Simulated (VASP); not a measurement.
# Ti in VASP: a series of runs

The runs below take Ti through single point, with PBEsol.

All numbers are computed with VASP 6.6.1; they aren't measurements. Logs are shortened: lines on timing, memory, paths and dates and some standing lists are left out, and cuts for length are marked.

### 1 The cell of the first run

It takes space group Im-3m (No. 229, cubic). Conventional cell: a = 3.282 Å, b = 3.282 Å, c = 3.282 Å, α = 90.00°, β = 90.00°, γ = 90.00°. Within 3.7 Å of Ti (site symmetry m-3m) lie 14 Ti at 2.84 to 3.28 Å.

### 2 Single point, PBEsol

The input, INCAR:

```
SYSTEM = Ti
  PREC = Accurate
  ENCUT = 520
  EDIFF = 1E-6
  ISMEAR = 1
  SIGMA = 0.1
  LREAL = .FALSE.
  LASPH = .TRUE.
  NELM = 100
  ALGO = Normal
  ISIF = 2
  LWAVE = .FALSE.
  LCHARG = .FALSE.
  GGA = PS
  NBANDS = 12
```

The input, KPOINTS:

```
Automatic mesh
0
G
  13 13 13
  0 0 0
```

The input, POSCAR:

```
Ti
1.0
   -1.6410000000      1.6410000000      1.6410000000
    1.6410000000     -1.6410000000      1.6410000000
    1.6410000000      1.6410000000     -1.6410000000
Ti
1
Direct
    0.0000000000      0.0000000000      0.0000000000
```

Potentials or basis: VASP PAW PBE potentials, release 64 (Ti_sv).

The run is started by

```console
> cat potpaw_PBE.64/Ti_sv/POTCAR > POTCAR
> mpirun -np 1 vasp_std > vasp.out
```

OUTCAR:

```text
SYSTEM = Ti
   PREC = Accurate
   ENCUT = 520
   EDIFF = 1E-6
   ISMEAR = 1
   LREAL = .FALSE.
   LASPH = .TRUE.
   NELM = 100
   ISIF = 2
   GGA = PS

 ion  position               nearest neighbor table
   1  0.000  0.000  0.000-

  LATTYP: Found a body centered cubic cell.
 ALAT       =     3.2820000000

  Lattice vectors:

 A1 = (  -1.6410000000,   1.6410000000,   1.6410000000)
 A2 = (   1.6410000000,  -1.6410000000,   1.6410000000)
 A3 = (   1.6410000000,   1.6410000000,  -1.6410000000)

Analysis of symmetry for initial positions (statically):
=====================================================================
 Subroutine PRICEL returns:
 Original cell was already a primitive cell.

 Routine SETGRP: Setting up the symmetry group for a
 body centered cubic supercell.

 Subroutine GETGRP returns: Found 48 space group operations
 (whereof 48 operations were pure point group operations)
 out of a pool of 48 trial point group operations.

The static configuration has the point symmetry O_h .

Analysis of symmetry for dynamics (positions and initial velocities):
=====================================================================
 Subroutine PRICEL returns:
 Original cell was already a primitive cell.

 Routine SETGRP: Setting up the symmetry group for a
 body centered cubic supercell.

 Subroutine GETGRP returns: Found 48 space group operations
 (whereof 48 operations were pure point group operations)
 out of a pool of 48 trial point group operations.

The dynamic configuration has the point symmetry O_h .

 Subroutine INISYM returns: Found 48 space group operations
 (whereof 48 operations are pure point group operations),
 and found     1 'primitive' translations

----------------------------------------------------------------------------------------

                                     Primitive cell

  volume of cell :      17.6761

  direct lattice vectors                    reciprocal lattice vectors
    -1.641000000  1.641000000  1.641000000     0.000000000  0.304692261  0.304692261
     1.641000000 -1.641000000  1.641000000     0.304692261  0.000000000  0.304692261
     1.641000000  1.641000000 -1.641000000     0.304692261  0.304692261  0.000000000

  length of vectors
     2.842295375  2.842295375  2.842295375     0.430899928  0.430899928  0.430899928

  position of ions in fractional coordinates (direct lattice)
     0.000000000  0.000000000  0.000000000

  ion indices of the primitive-cell ions
   primitive index   ion index
                 1           1

----------------------------------------------------------------------------------------

 KPOINTS: Automatic mesh

Automatic generation of k-mesh.
 Grid dimensions read from file:
 generate k-points for:   13   13   13

 Generating k-lattice:

  Cartesian coordinates                     Fractional coordinates (reciprocal lattice)
     0.000000000  0.023437866  0.023437866     0.076923077  0.000000000  0.000000000
     0.023437866  0.000000000  0.023437866     0.000000000  0.076923077  0.000000000
     0.023437866  0.023437866  0.000000000     0.000000000  0.000000000  0.076923077

  Length of vectors
     0.033146148  0.033146148  0.033146148

  Shift w.r.t. Gamma in fractional coordinates (k-lattice)
     0.000000000  0.000000000  0.000000000

 Subroutine IBZKPT returns following result:
 ===========================================

 Found     84 irreducible k-points:

 Following reciprocal coordinates:
            Coordinates               Weight
  0.000000  0.000000  0.000000      1.000000
  0.076923  0.000000  0.000000     12.000000
  0.153846  0.000000  0.000000     12.000000
  0.230769  0.000000  0.000000     12.000000
  0.307692  0.000000  0.000000     12.000000
  0.384615  0.000000  0.000000     12.000000
[... 16 lines left out ...]
  0.153846  0.076923  0.076923     24.000000
  0.230769  0.076923  0.076923     24.000000
 [... further k-points ...]
   k-points           NKPTS =     84   k-points in BZ     NKDIM =     84   number of bands    NBANDS=     12
   number of dos      NEDOS =    301   number of ions     NIONS =      1
   total plane-waves  NPLWV =  13824
   dimension x,y,z NGX =    24 NGY =   24 NGZ =   24
   dimension x,y,z NGXF=    48 NGYF=   48 NGZF=   48
   ions per type =               1
   NGX,Y,Z   is equivalent  to a cutoff of  14.04, 14.04, 14.04 a.u.
   NGXF,Y,Z  is equivalent  to a cutoff of  28.08, 28.08, 28.08 a.u.
 SYSTEM =  Ti
   PREC   = accura    normal or accurate (medium, high low for compatibility)
   ISTART =      0    job   : 0-new  1-cont  2-samecut
   ICHARG =      2    charge: 1-file 2-atom 10-const
   ISPIN  =      1    spin polarized calculation?
   LNONCOLLINEAR =      F non collinear calculations
   LSORBIT =      F    spin-orbit coupling
   LASPH  =      T    aspherical Exc in radial PAW
   ENCUT  =  520.0 eV  38.22 Ry    6.18 a.u.   5.28  5.28  5.28*2*pi/ulx,y,z
   NELM   =    100;   NELMIN=  2; NELMDL= -5     # of ELM steps
   EDIFF  = 0.1E-05   stopping-criterion for ELM
   LREAL  =      F    real-space projection
   EDIFFG = 0.1E-04   stopping-criterion for IOM
   NSW    =      0    number of steps for IOM
   IBRION =     -1    ionic relax: 0-MD 1-quasi-New 2-CG
   NFREE  =      0    steps in history (QN), initial steepest desc. (CG)
   ISIF   =      2    stress and relaxation
   ISYM   =      2    0-nonsym 1-usesym 2-fastsym
   POTIM  = 0.5000    time-step for ionic-motion
   TEBEG  =    0.0;   TEEND  =   0.0 temperature during run
   PSTRESS=    0.0 pullay stress
   NELECT =      12.0000    total number of electrons
   NUPDOWN=      -1.0000    fix difference up-down
   EMIN   =  10.00;   EMAX   =-10.00  energy-range for DOS
   EFERMI =   0.00;   METHOD = LEGACY
   ISMEAR =     1;   SIGMA  =   0.10  broadening in eV -4-tet -1-fermi 0-gaus
   EFERMI_NEDOS =   21; number of points for ismear=-14 and -15
   IALGO  =     38    algorithm
   IMIX   =      4    mixing-type and parameters
     AMIX     =   0.40;   BMIX     =  1.00
     AMIX_MAG =   1.60;   BMIX_MAG =  1.00
  volume/ion in A,a.u.               =      17.68       119.28
  Fermi-wavevector in a.u.,A,eV,Ry     =   1.438821  2.718977 28.166848  2.070205
  Thomas-Fermi vector in A             =   2.557745
   LORBIT       =      0    0 simple, 1 ext, 2 COOP (PROOUT), +10 PAW based schemes
   GGA     = PS    functional components
   LHFCALC =     F    Hartree Fock is set to
   AEXX    =    0.0000 exact exchange contribution
   IVDW    =     0    specifies the selected vdW correction
   LEPSILON=     F    determine dielectric tensor
   LRPA    =     F    only Hartree local field effects (RPA)
 non-spin polarized calculation
 Methfessel and Paxton  Order N= 1 SIGMA  =   0.10
  energy-cutoff  :      520.00
  volume of cell :       17.68
 maximum number of plane-waves:       486
 NGX is ok and might be reduce to    24
   NGX = 11   NGY = 11   NGZ = 11

 number of electron      12.0000001 magnetization

 Free energy of the ion-electron system (eV)
  ---------------------------------------------------
  ext. energy  EPLUGINS =         0.00000000
  ---------------------------------------------------
  free energy    TOTEN  =        -8.20951245 eV

  energy without entropy =       -8.20997690  energy(sigma->0) =       -8.20966727

 E-fermi :   7.7614     XC(G=0): -11.5483

 val. band max:        7.7602744824   @ k =  -0.3077  -0.4615   0.0769
 cond. band min:       7.7629506955   @ k =  -0.3846  -0.4615   0.0769
 fundamental gap:      0.0026762131
 Fermi energy:         7.7613978997

 k-point     1 :       0.0000    0.0000    0.0000
  band No.  band energies     occupation
      1     -48.5553      2.00000
      2     -24.5257      2.00000
      3     -24.5257      2.00000
      4     -24.5257      2.00000
      5       1.8631      2.00000
      6       8.7449     -0.00000
      7       8.7449     -0.00000
      8       8.7449     -0.00000
      9      10.4787      0.00000
     10      10.4787      0.00000
     11      25.0727      0.00000
     12      25.0727      0.00000

 k-point     2 :       0.0769    0.0000    0.0000
  band No.  band energies     occupation
      1     -48.5482      2.00000
      2     -24.5641      2.00000
      3     -24.5376      2.00000
      4     -24.5259      2.00000
      5       2.0621      2.00000
      6       8.6552     -0.00000
      7       8.7183     -0.00000
      8       8.8890     -0.00000
      9      10.3772      0.00000
     10      10.4843      0.00000
     11      24.7440      0.00000
     12      25.0394      0.00000

 k-point     3 :       0.1538    0.0000    0.0000
  band No.  band energies     occupation
      1     -48.5286      2.00000
      2     -24.6695      2.00000
      3     -24.5703      2.00000
      4     -24.5265      2.00000
      5       2.6325      2.00000
      6       8.4161     -0.00000
      7       8.5830     -0.00000
      8       9.3055     -0.00000
      9      10.2039      0.00000
     10      10.5073      0.00000
     11      23.6739      0.00000
     12      24.6577      0.00000

 k-point     4 :       0.2308    0.0000    0.0000
  band No.  band energies     occupation
      1     -48.5008      2.00000
      2     -24.8156      2.00000
      3     -24.6162      2.00000
      4     -24.5274      2.00000
      5       3.4843      2.00000
      6       8.0994     -0.00002
      7       8.3004     -0.00000
      8       9.9439      0.00000
      9      10.1742      0.00000
     10      10.5592      0.00000
     11      21.8896      0.00000
     12      23.6925      0.00000

 k-point     5 :       0.3077    0.0000    0.0000
  band No.  band energies     occupation
      1     -48.4711      2.00000
      2     -24.9678      2.00000
      3     -24.6645      2.00000
      4     -24.5284      2.00000
      5       4.4198      2.00000
      6       7.7857      0.60207
      7       8.0879     -0.00004
      8      10.2880      0.00000
      9      10.6416      0.00000
     10      10.7083      0.00000
     11      19.7814      0.00000
     12      22.5587      0.00000
[... 228 lines left out ...]
      1     -48.4162      2.00000
      2     -25.0142      2.00000
      3     -24.9141      2.00000
      4     -24.6041      2.00000
      5       6.7208      2.00000
      6       7.1659      2.00000
      7       7.4591      2.00016
      8      10.5709      0.00000
      9      10.7996      0.00000
     10      14.6399      0.00000
     11      16.4228      0.00000
     12      16.9360      0.00000

 k-point    22 :       0.0769    0.0769    0.0769
  band No.  band energies     occupation
      1     -48.5171      2.00000
      2     -24.7417      2.00000
      3     -24.5529      2.00000
      4     -24.5529      2.00000
      5       2.9953      2.00000
      6       8.2868     -0.00000
      7       8.2868     -0.00000
      8       9.7259     -0.00000
      9      10.3674      0.00000
     10      10.3674      0.00000
     11      23.5566      0.00000
     12      23.5566      0.00000

 k-point    23 :       0.1538    0.0769    0.0769
  band No.  band energies     occupation
      1     -48.4919      2.00000
      2     -24.8645      2.00000
      3     -24.6014      2.00000
      4     -24.5563      2.00000
      5       3.8254      2.00000
      6       7.9491     -0.02333
      7       7.9903     -0.00565
      8      10.3020      0.00000
      9      10.4386      0.00000
     10      10.5184      0.00000
     11      21.9139      0.00000
     12      22.6868      0.00000

 k-point    24 :       0.2308    0.0769    0.0769
  band No.  band energies     occupation
      1     -48.4651      2.00000
      2     -24.9827      2.00000
      3     -24.6630      2.00000
      4     -24.5600      2.00000
      5       4.7607      2.00000
      6       7.6484      2.06777
      7       7.7669      0.90781
      8      10.3670      0.00000
      9      10.6480      0.00000
     10      11.2560      0.00000
     11      19.8586      0.00000
     12      21.7597      0.00000

 [... further k-points ...]
[... 5 lines left out ...]
  --------------------------------------------------------------------------------------
  -------------------------------------------------------------------------------------
  Total       -0.7729669     -0.7729669     -0.7729669     -0.0000000     -0.0000000      0.0000000
  in kB      -70.0625200    -70.0625200    -70.0625200     -0.0000000     -0.0000000      0.0000000
  external PRESSURE =     -70.0625200 kB  Pullay stress =       0.0000000 kB

 VOLUME and BASIS-vectors are now :
 -----------------------------------------------------------------------------
  energy-cutoff  :      520.00
  volume of cell :       17.68
      direct lattice vectors                 reciprocal lattice vectors
    -1.641000000  1.641000000  1.641000000     0.000000000  0.304692261  0.304692261
     1.641000000 -1.641000000  1.641000000     0.304692261  0.000000000  0.304692261
     1.641000000  1.641000000 -1.641000000     0.304692261  0.304692261  0.000000000

 POSITION                                       TOTAL-FORCE (eV/Angst)
 -----------------------------------------------------------------------------------
      0.00000      0.00000      0.00000         0.000000     -0.000000      0.000000
 -----------------------------------------------------------------------------------
    total drift:                               -0.000000      0.000000      0.000000

  FREE ENERGIE OF THE ION-ELECTRON SYSTEM (eV)
  ---------------------------------------------------
  free  energy   TOTEN  =        -8.2095124538 eV

  energy  without entropy=       -8.2099768976  energy(sigma->0) =       -8.20966727
```

Wall time 41 s (1 thread of AMD EPYC 7R13, shared host); peak memory 0.11 GiB.

Results:

| Property | Result |
| --- | --- |
| Free energy | -8.2095 eV |
| Pressure | -7.0 GPa |
| Band gap on the k mesh | zero (band 6 reaches 8.74 eV, above the bottom of band 7 at 7.22 eV) |

Caveat: the PAW data sets were made with another functional, which shifts forces and pressure a little.

### 3 Single point, PBEsol

This run uses another cell than the first one, of 16.65 Å³/atom, 0.942 times its volume.

The input, INCAR:

```
SYSTEM = Ti
PREC = Accurate ; ENCUT = 520
EDIFF = 1E-6 ; ISMEAR = 1
SIGMA = 0.1 ; LREAL = .FALSE.
LASPH = .TRUE. ; NELM = 100
ALGO = Normal ; ISIF = 2
LWAVE = .FALSE. ; LCHARG = .FALSE.
GGA = PS ; NBANDS = 12
```

The input, KPOINTS:

```
regular mesh
0
G
  13 13 13
  0 0 0
```

The input, POSCAR:

```
Ti
1.0
   -1.6164784455      1.6531243806      1.6531243806
    1.5927646193     -1.6047097956      1.5809959693
    1.5927646193      1.5809959693     -1.6047097956
Ti
1
Direct
    0.0000000000      0.0000000000      0.0000000000
```

Potentials or basis: VASP PAW PBE potentials, release 64 (Ti_sv).

The run is started by

```console
> cat potpaw_PBE.64/Ti_sv/POTCAR > POTCAR
> mpirun -np 1 vasp_std > vasp.out
```

Wall time 4.4 min (1 thread of AMD EPYC 7R13, shared host); peak memory 0.2 GiB.

Results (log left out):

| Item | Value |
| --- | --- |
| Free energy | -8.2328 eV |
| Pressure | -1.1 GPa |
| Band gap on the k mesh | zero (band 6 reaches 9.29 eV, above the bottom of band 7 at 7.79 eV) |

Stress tensor (GPa, compression positive):
```
-0.79  0.59  0.59
 0.59 -1.20 -1.34
 0.59 -1.34 -1.20
```

Levels at points of the mesh, in eV from the Fermi level:
```
           k point  band 4  band 5  band 6  band 7  band 8  band 9
(0.00, 0.00, 0.00)  -32.09   -6.04    0.88    0.90    1.25    2.83
```

Caveat: the PAW data sets were made with another functional, which shifts forces and pressure a little.
